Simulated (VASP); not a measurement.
Runs of VASP 6.6.1 on RbBr. The structure is that of space group Pm-3m (No. 221), or close to it. The cells are those of the table. 

```csv
level,cell,k mesh,smearing,grid for exact exchange (PRECFOCK),screening parameter,gap on the mesh (eV),pressure (GPa)
HSE06,"a = 4.128, b = 4.128, c = 4.101 Å, 2 atoms",4 × 4 × 4,gaussian 0.01 eV,Normal,0.2079 1/Å,5.26,0.6
PBE,"a = 4.128, b = 4.128, c = 4.101 Å, 2 atoms",6 × 6 × 6,fermi-dirac 0.02 eV,-,-,4.08,(b)
r2SCAN,"a = 4.128, b = 4.128, c = 4.101 Å, 2 atoms",6 × 6 × 6,gaussian 0.01 eV,-,-,(a),0.1
HSE06,"a = 4.096, b = 4.096, c = 4.140 Å, 2 atoms",4 × 4 × 4,gaussian 0.01 eV,Normal,0.2079 1/Å,(c),0.7
```

Alike in all rows: task single point; potentials or basis VASP PAW PBE potentials, release 64 (Rb_sv, Br); no spin polarisation; cutoff (eV) 520.

Question: Fill in the values left out.

Answer: (a) 4.83; (b) 0.9; (c) 5.29.

Caveats: the PAW data sets were made with another functional, which shifts forces and pressure a little (some runs).

A k mesh can miss the band edges, and the runs leave out spin-orbit coupling on Br, Rb.
